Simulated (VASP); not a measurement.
Write the native input for VASP 6.6.1 that does the following.

| Item | Value |
| --- | --- |
| Task | single point |
| Functional | LDA |
| Potentials or basis | VASP PAW LDA potentials, release 64 (Cd_sv_GW) |
| Cutoff | 630 eV |
| k mesh | 6 × 6 × 6 |
| Occupations | gaussian, width 0.1 eV |
| Spin | no spin polarisation |
| Dipole correction | no |
| Further INCAR settings | ALGO = Normal; EDIFF = 1e-06; NBANDS = 27 |

The structure of Cd lies in POSCAR:

```
Cd
1.0
    0.0000000000      2.7903883886      2.7903883886
    2.7903883886      0.0000000000      2.7903883886
    2.7903883886      2.7903883886      0.0000000000
Cd
2
Direct
    0.0000000000      0.0000000000      0.0000000000
    0.2500000000      0.2500000000      0.2500000000
```

This isn't the form of Cd at room conditions, which is hcp.

These files were run (other wordings do the same):

INCAR

```
SYSTEM = Cd
PREC = Accurate
ENCUT = 630
EDIFF = 1E-6
ISMEAR = 0
SIGMA = 0.1
LREAL = .False.
LASPH = .True.
NELM = 120
ALGO = Normal
ISIF = 2
LWAVE = .False.
LCHARG = .True.
LELF = .True.
LVHAR = .True.
NBANDS = 27
GGA_COMPAT = .False.
```

KPOINTS

```
regular mesh
0
Gamma
  6 6 6
  0 0 0
```

Potentials or basis: VASP PAW LDA potentials, release 64 (Cd_sv_GW).

Run with:

```sh
$ cat potpaw_LDA.64/Cd_sv_GW/POTCAR > POTCAR
$ mpirun -np 1 vasp_std > vasp.out
```

It gave:

- Pressure: 30.2 GPa
- Band gap on the k mesh: zero (bands 20 and 21 overlap by 8.44 eV)

Caveat: the cell stands under pressure.

It took 8.2 s on 1 thread of Intel(R) Xeon(R) 6975P-C (Granite Rapids) (shared host), peak memory 0.16 GiB.
